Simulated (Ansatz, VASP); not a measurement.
**One calculation of Sc3Te, two programs**

INCAR

```
SYSTEM = Sc3Te
ALGO = Fast
EDIFF = 1E-7
ENCUT = 520
GGA = PE
ISIF = 2
ISMEAR = -1
LASPH = .TRUE.
LCHARG = .FALSE.
LREAL = .FALSE.
LWAVE = .FALSE.
NBANDS = 49
NELM = 60
PREC = Accurate
SIGMA = 0.05
```

File KPOINTS:

```
k-points
0
G
  5 5 5
  0 0 0
```

The input POSCAR:

```
Sc3Te
1.0
    6.3190028215      0.0000000000      0.0000000000
   -3.1595014108      5.4724169700      0.0000000000
    0.0000000000      0.0000000000      5.0701044980
Te Sc
2 6
Direct
    0.3333333333      0.6666666667      0.7500000000
    0.6666666667      0.3333333333      0.2500000000
    0.1671465050      0.3342930100      0.2500000000
    0.1671465050      0.8328534950      0.2500000000
    0.6657069900      0.8328534950      0.2500000000
    0.8328534950      0.6657069900      0.7500000000
    0.8328534950      0.1671465050      0.7500000000
    0.3342930100      0.1671465050      0.7500000000
```

File input.yaml:

```yaml
crystal:
  lattice:
    - [6.3190028215, 0.0, 0.0]
    - [-3.1595014108, 5.47241697, 0.0]
    - [0.0, 0.0, 5.070104498]
  atoms:
    - { symbol: Te, position: [0.3333333333, 0.6666666667, 0.75] }
    - { symbol: Te, position: [0.6666666667, 0.3333333333, 0.25] }
    - { symbol: Sc, position: [0.167146505, 0.33429301, 0.25] }
    - { symbol: Sc, position: [0.167146505, 0.832853495, 0.25] }
    - { symbol: Sc, position: [0.66570699, 0.832853495, 0.25] }
    - { symbol: Sc, position: [0.832853495, 0.66570699, 0.75] }
    - { symbol: Sc, position: [0.832853495, 0.167146505, 0.75] }
    - { symbol: Sc, position: [0.33429301, 0.167146505, 0.75] }
hamiltonian:
  xc: pbe
  pseudopotentials: { kind: paw }
kpoints:
  mp_grid: { grid: [5, 5, 5] }
scf:
  occupations: { method: fermi_dirac, width: 0.05 }
output:
  forces: true
  stress: true
  eigenvalues: true
  write_density: true
  write_potential: true
  elf: true
  volumetric_format: npy
```

Alike in both runs: task single point; functional PBE; k mesh 5 × 5 × 5; occupations fermi-dirac, width 0.05 eV; no spin polarisation.

```csv
,VASP,Ansatz
version,VASP 6.6.1,Ansatz 0.2.0
potentials or method,"VASP PAW PBE potentials, release 64 (Te, Sc_sv)",Ansatz PAW
plane-wave cutoff (eV),520,420
valence electrons in the cell,78,98
```

```csv
,VASP,Ansatz,Ansatz less VASP
gap on the k mesh at the Fermi level (eV),none,none,-
pressure (GPa),1.6,1.5,-0.10
rms of the force components (eV/Å),0.012,0.009,-0.0024
```

Atom by atom the forces differ by 0.002 eV/Å (rms over components). A gap of «none» marks a metal or a gap that the smearing closes. VASP's potentials hold 78 valence electrons a cell and Ansatz's 98, so a difference there can come from the potentials and not from the codes.

Neither program's run includes spin-orbit coupling.
